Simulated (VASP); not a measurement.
A run of VASP 6.6.1 is set up as follows.

The input INCAR:

```
PREC = Accurate
ENCUT = 500
EDIFF = 1E-6
ISMEAR = 1
SIGMA = 0.05
LREAL = False
LASPH = True
NELM = 120
ALGO = Normal
ISIF = 2
LWAVE = False
LCHARG = False
NBANDS = 17
GGA_COMPAT = False
```

Contents of KPOINTS:

```
regular mesh
0
Gamma
  9 9 9
```

Contents of POSCAR:

```
Sr
1.0
    0.0000000000      4.6220314926      4.6220314926
    4.6220314926      0.0000000000      4.6220314926
    4.6220314926      4.6220314926      0.0000000000
Sr
2
Direct
    1.0000000000      1.0000000000      1.0000000000
    0.2500000000      0.2500000000      0.2500000000
```

Potentials or basis: VASP PAW LDA potentials, release 64 (Sr_sv).

The run is started by

```console
$ cat potpaw_LDA.64/Sr_sv/POTCAR > POTCAR
$ mpirun -np 1 vasp_std > vasp.out
```

Problem. What does it give for the band gap on the k mesh?

Solution. Zero (bands 10 and 11 overlap by 0.75 eV).

Problem. What does it give for the pressure?

Solution. 0.0 GPa.
